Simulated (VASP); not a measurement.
# TiSi2 (Cmcm) in VASP: a series of runs, part 2 of 2

VASP 6.6.1.

## (4) Single point, PBE

This run uses another cell than the first one, of 13.97 Å³/atom, 1.058 times its volume.

INCAR reads:

```
SYSTEM = TiSi2
PREC     = Accurate       ! precision mode
ENCUT    = 520            ! plane-wave cutoff, eV
EDIFF    = 1E-6           ! SCF threshold, eV
ISMEAR   = 0              ! smearing method
SIGMA    = 0.15           ! smearing width, eV
LREAL    = .FALSE.        ! projectors in reciprocal space
LASPH    = .TRUE.         ! aspherical terms in the spheres
NELM     = 100            ! most SCF steps
ALGO     = Normal         ! electronic algorithm
ISIF     = 2              ! what is computed and relaxed
LWAVE    = .FALSE.        ! write WAVECAR
LCHARG   = .TRUE.         ! write CHGCAR
GGA      = PE             ! functional
LELF     = .TRUE.         ! ELF
LVHAR    = .TRUE.       
NBANDS   = 29             ! bands
```

KPOINTS reads:

```
Automatic mesh
0
G
  12 12 12
  0 0 0
```

POSCAR reads:

```
TiSi2
1.0
    1.8053120710     -6.3703458425      0.0000000000
    1.8053120710      6.3703458425      0.0000000000
    0.0000000000      0.0000000000      3.6428970510
Ti Si
2 4
Direct
    0.8968075258      0.1031924742      0.7500000000
    0.1031924742      0.8968075258      0.2500000000
    0.5591373591      0.4408626409      0.7500000000
    0.4408626409      0.5591373591      0.2500000000
    0.2498287182      0.7501712818      0.7500000000
    0.7501712818      0.2498287182      0.2500000000
```

Potentials or basis: VASP PAW PBE potentials, release 64 (Ti_sv, Si).

Launch:

```sh
> cat potpaw_PBE.64/Ti_sv/POTCAR potpaw_PBE.64/Si/POTCAR > POTCAR
> mpirun -np 1 vasp_std > vasp.out
```

OUTCAR:

```text
SYSTEM = TiSi2
   PREC = Accurate
   ENCUT = 520
   EDIFF = 1E-6
   ISMEAR = 0
   LREAL = .FALSE.
   LASPH = .TRUE.
   NELM = 100
   ISIF = 2
   GGA = PE

 ion  position               nearest neighbor table
   1  0.897  0.103  0.750-   5 2.60   5 2.60   6 2.61   6 2.61   4 2.63   4 2.63   4 2.63   4 2.63
                             3 2.75   3 2.75
   2  0.103  0.897  0.250-   6 2.60   6 2.60   5 2.61   5 2.61   3 2.63   3 2.63   3 2.63   3 2.63
                             4 2.75   4 2.75
   3  0.559  0.441  0.750-   4 2.36   4 2.36   2 2.63   2 2.63   2 2.63   2 2.63   1 2.75   1 2.75
                             5 3.03   5 3.03   6 3.04   6 3.04
   4  0.441  0.559  0.250-   3 2.36   3 2.36   1 2.63   1 2.63   1 2.63   1 2.63   2 2.75   2 2.75
                             6 3.03   6 3.03   5 3.04   5 3.04
   5  0.250  0.750  0.750-   6 2.56   6 2.56   6 2.56   6 2.56   1 2.60   1 2.60   2 2.61   2 2.61
                             3 3.03   3 3.03   4 3.04   4 3.04
   6  0.750  0.250  0.250-   5 2.56   5 2.56   5 2.56   5 2.56   2 2.60   2 2.60   1 2.61   1 2.61
                             4 3.03   4 3.03   3 3.04   3 3.04

  LATTYP: Found a base centered orthorhombic cell.
 ALAT       =     3.6106241420
 B/A-ratio  =     3.5286673949
 C/A-ratio  =     1.0089383186

  Lattice vectors:

 A1 = (   1.8053120710,  -6.3703458425,   0.0000000000)
 A2 = (   1.8053120710,   6.3703458425,   0.0000000000)
 A3 = (   0.0000000000,   0.0000000000,   3.6428970510)

Analysis of symmetry for initial positions (statically):
=====================================================================
 Subroutine PRICEL returns:
 Original cell was already a primitive cell.

 Routine SETGRP: Setting up the symmetry group for a
 base centered orthorhombic supercell.

 Subroutine GETGRP returns: Found  8 space group operations
 (whereof  4 operations were pure point group operations)
 out of a pool of  8 trial point group operations.

The static configuration has the point symmetry C_2h.
 The point group associated with its full space group is D_2h.

Analysis of symmetry for dynamics (positions and initial velocities):
[... 140 lines left out ...]
     AMIX_MAG =   1.60;   BMIX_MAG =  1.00
  volume/ion in A,a.u.               =      13.97        94.24
  Fermi-wavevector in a.u.,A,eV,Ry     =   1.279472  2.417851 22.273396  1.637048
  Thomas-Fermi vector in A             =   2.411955
   LORBIT       =      0    0 simple, 1 ext, 2 COOP (PROOUT), +10 PAW based schemes
   GGA     = PE    functional components
   LHFCALC =     F    Hartree Fock is set to
   AEXX    =    0.0000 exact exchange contribution
   IVDW    =     0    specifies the selected vdW correction
   LEPSILON=     F    determine dielectric tensor
   LRPA    =     F    only Hartree local field effects (RPA)
 non-spin polarized calculation
 Gauss-broadening in eV      SIGMA  =   0.15
  energy-cutoff  :      520.00
  volume of cell :       83.79
 maximum number of plane-waves:      2284
 NGX is ok and might be reduce to    50
   NGX = 25   NGY = 25   NGZ = 13

 number of electron      39.9999997 magnetization

 Free energy of the ion-electron system (eV)
  ---------------------------------------------------
  ext. energy  EPLUGINS =         0.00000000
  ---------------------------------------------------
  free energy    TOTEN  =       -40.49734199 eV

  energy without entropy =      -40.47701420  energy(sigma->0) =      -40.48717810

 E-fermi :  10.7303     XC(G=0): -11.7146

 val. band max:       10.7281953207   @ k =   0.3333   0.0833   0.0000
 cond. band min:      10.7323291687   @ k =  -0.4167   0.3333   0.1667
 fundamental gap:      0.0041338480
 Fermi energy:        10.7302791730

 k-point     1 :       0.0000    0.0000    0.0000
  band No.  band energies     occupation
      1     -45.9966      2.00000
      2     -45.9824      2.00000
      3     -22.3452      2.00000
      4     -22.3378      2.00000
      5     -22.3283      2.00000
      6     -22.3194      2.00000
[... 757 lines left out ...]
     28      13.7647      0.00000
     29      14.8690      0.00000

 [... further k-points ...]
[... 5 lines left out ...]
  --------------------------------------------------------------------------------------
  -------------------------------------------------------------------------------------
  Total       -1.4593876      7.7144216     -1.2936151      0.0000000     -0.0000000      0.0000000
  in kB      -27.9054501    147.5101010    -24.7356585      0.0000000     -0.0000000      0.0000000
  external PRESSURE =      31.6229975 kB  Pullay stress =       0.0000000 kB

 VOLUME and BASIS-vectors are now :
 -----------------------------------------------------------------------------
  energy-cutoff  :      520.00
  volume of cell :       83.79
      direct lattice vectors                 reciprocal lattice vectors
     1.805312071 -6.370345842  0.000000000     0.276960426 -0.078488674  0.000000000
     1.805312071  6.370345842  0.000000000     0.276960426  0.078488674  0.000000000
     0.000000000  0.000000000  3.642897051     0.000000000  0.000000000  0.274506797

 POSITION                                       TOTAL-FORCE (eV/Angst)
 -----------------------------------------------------------------------------------
      1.80531     -5.05560      2.73217         0.000000     -0.762104     -0.000000
      1.80531      5.05560      0.91072         0.000000      0.762104      0.000000
      1.80531     -0.75345      2.73217         0.000000     -0.454125      0.000000
      1.80531      0.75345      0.91072         0.000000      0.454125      0.000000
      1.80531      3.18736      2.73217         0.000000      0.054540     -0.000000
      1.80531     -3.18736      0.91072         0.000000     -0.054540      0.000000
 -----------------------------------------------------------------------------------
    total drift:                               -0.000000      0.000000      0.000000

  FREE ENERGIE OF THE ION-ELECTRON SYSTEM (eV)
  ---------------------------------------------------
  free  energy   TOTEN  =       -40.4973419948 eV

  energy  without entropy=      -40.4770142014  energy(sigma->0) =      -40.48717810
```

OSZICAR:

```text
N       E                     dE             d eps       ncg     rms          rms(c)
DAV:   1     0.391901555782E+03    0.39190E+03   -0.18879E+04 17490   0.146E+03
DAV:   2     0.271905286825E+01   -0.38918E+03   -0.37804E+03 17598   0.430E+02
DAV:   3    -0.405019403169E+02   -0.43221E+02   -0.42351E+02 28604   0.120E+02
DAV:   4    -0.440876274166E+02   -0.35857E+01   -0.35583E+01 24979   0.306E+01
DAV:   5    -0.442791815026E+02   -0.19155E+00   -0.19148E+00 25945   0.615E+00    0.191E+01
DAV:   6    -0.413265235438E+02    0.29527E+01   -0.37046E+01 24135   0.419E+01    0.784E+00
DAV:   7    -0.405923568589E+02    0.73417E+00   -0.91743E+00 23226   0.222E+01    0.584E+00
DAV:   8    -0.405000132845E+02    0.92344E-01   -0.84115E-01 23467   0.689E+00    0.920E-01
DAV:   9    -0.404968632345E+02    0.31501E-02   -0.73118E-02 24693   0.192E+00    0.679E-01
DAV:  10    -0.404981214875E+02   -0.12583E-02   -0.19158E-02 24850   0.105E+00    0.279E-01
DAV:  11    -0.404973412704E+02    0.78022E-03   -0.47553E-03 24194   0.527E-01    0.309E-02
DAV:  12    -0.404973403966E+02    0.87383E-06   -0.21147E-04 24900   0.944E-02    0.155E-02
DAV:  13    -0.404973420525E+02   -0.16559E-05   -0.95984E-06 24420   0.210E-02    0.630E-03
DAV:  14    -0.404973419948E+02    0.57623E-07   -0.43663E-07 13368   0.475E-03
   1 F= -.40497342E+02 E0= -.40487178E+02  d E =-.203278E-01
```

Run time: 15 min. Hardware: 1 thread of Intel Xeon Platinum 8488C (Sapphire Rapids), shared host; peak memory 0.68 GiB.

Results:

* Free energy: -40.4973 eV
* Pressure: 3.2 GPa
* Largest force: 0.762 eV/Å
* Band gap on the k mesh: zero (band 20 reaches 11.11 eV, above the bottom of band 21 at 10.22 eV)

Forces on the atoms (eV/Å):
```
Ti   0.000 -0.762  0.000
Ti   0.000  0.762  0.000
Si   0.000 -0.454  0.000
Si   0.000  0.454  0.000
Si   0.000  0.055  0.000
Si   0.000 -0.055  0.000
```

Stress tensor (GPa, compression positive):
```
-2.79  0.00  0.00
 0.00 14.75  0.00
 0.00  0.00 -2.47
```

Levels at points of the mesh, in eV from the Fermi level:
| k point | band 17 | band 18 | band 19 | band 20 | band 21 | band 22 | band 23 | band 24 |
| --- | --- | --- | --- | --- | --- | --- | --- | --- |
| (0.00, 0.00, 0.00) | -2.37 | -1.68 | -1.42 | 0.33 | 0.75 | 0.77 | 0.87 | 1.11 |
| (0.50, 0.00, 0.00) | -1.93 | -1.02 | -0.78 | -0.58 | -0.51 | 0.69 | 1.22 | 1.45 |
| (0.50, 0.50, 0.00) | -2.77 | -2.28 | -0.87 | 0.21 | 0.47 | 0.48 | 0.93 | 1.34 |
| (0.00, 0.00, 0.50) | -1.33 | -1.33 | -0.06 | -0.06 | 1.34 | 1.34 | 1.41 | 1.41 |
| (0.50, 0.00, 0.50) | -2.83 | -2.83 | -2.35 | -2.35 | 1.70 | 1.70 | 1.71 | 1.71 |
| (0.50, 0.50, 0.50) | -2.29 | -2.29 | -1.14 | -1.14 | 0.45 | 0.45 | 1.51 | 1.51 |

## (5) The runs side by side

```csv
cell,gap on the mesh (eV),pressure (GPa),largest force (eV/Å)
"a = 7.157, b = 7.157, c = 3.389 Å, angles 90.0, 90.0, 152.9°, 6 atoms",none,16.8,0.50
"a = 6.984, b = 6.984, c = 3.435 Å, angles 90.0, 90.0, 151.8°, 6 atoms",none,15.0,0.13
"a = 6.621, b = 6.621, c = 3.643 Å, angles 90.0, 90.0, 148.4°, 6 atoms",none,3.2,0.76
```

Alike in all rows: task single point; level PBE; potentials or basis VASP PAW PBE potentials, release 64 (Ti_sv, Si); no spin polarisation; k mesh 12 × 12 × 12; cutoff (eV) 520; smearing gaussian 0.15 eV.

Total energies depend on the potentials used, so only differences within one code and one set of settings carry meaning.
